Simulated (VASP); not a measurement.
Here is a VASP 6.6.1 calculation.

The input POSCAR:

```
SiO2
1.0
    4.9501000000      0.0000000000      0.0000000000
    0.0000000000      4.9501000000      0.0000000000
    0.0000000000      0.0000000000      6.8760000000
Si O
4 8
Direct
    0.3075902747      0.3075902747      0.0000000000
    0.1924097253      0.8075902747      0.2500000000
    0.6924097253      0.6924097253      0.5000000000
    0.8075902747      0.1924097253      0.7500000000
    0.2354650875      0.1212398637      0.1876772699
    0.3787601363      0.7354650875      0.4376772699
    0.7645349125      0.8787601363      0.6876772699
    0.6212398637      0.2645349125      0.9376772699
    0.7354650875      0.3787601363      0.5623227301
    0.8787601363      0.7645349125      0.3123227301
    0.2645349125      0.6212398637      0.0623227301
    0.1212398637      0.2354650875      0.8123227301
```

File INCAR.step1:

```
PREC = Accurate
ENCUT = 520
ISMEAR = -1
SIGMA = 0.02
LREAL = F
LASPH = T
NELM = 100
NBANDS = 44
GGA = PE
ALGO = Normal
EDIFF = 1E-4
LWAVE = T
LCHARG = F
```

The input INCAR.step2:

```
PREC = Accurate
ENCUT = 520
EDIFF = 1E-8
ISMEAR = -1
SIGMA = 0.02
LREAL = F
LASPH = T
NELM = 100
ALGO = Normal
ISIF = 2
LWAVE = F
LCHARG = F
METAGGA = R2SCAN
LMIXTAU = T
LEFG = T
NBANDS = 44
ISTART = 1
```

Contents of KPOINTS:

```
regular mesh
0
Gamma
  5 5 4
```

Potentials or basis: VASP PAW PBE potentials, release 64 (Si, O).

Launch:

```bash
$ cat potpaw_PBE.64/Si/POTCAR potpaw_PBE.64/O/POTCAR > POTCAR
$ cp INCAR.step1 INCAR
$ mpirun -np 1 vasp_std > vasp.out
$ cp INCAR.step2 INCAR
$ mpirun -np 1 vasp_std > vasp.out
```

Question: What does it give for the band gap on the k mesh?

Answer: 6.29 eV.

Question: Estimate the pressure.

Answer: -3.1 GPa.

Forces on the atoms (eV/Å):
```
Si   0.046  0.046  0.000
Si  -0.046  0.046  0.000
Si  -0.046 -0.046  0.000
Si   0.046 -0.046  0.000
O    0.052 -0.143 -0.267
O    0.143  0.052 -0.267
O   -0.052  0.143 -0.267
O   -0.143 -0.052 -0.267
O    0.052  0.143  0.267
O    0.143 -0.052  0.267
O   -0.052 -0.143  0.267
O   -0.143  0.052  0.267
```

Caveat: the cell stands under tension; without QUAD_EFG the Cq values of the log hold for a quadrupole moment of 1 mb, not for the nuclei; the PAW data sets were made with another functional, which shifts forces and pressure a little; an odd mesh through Γ misses points on the zone boundary, where band edges can lie.
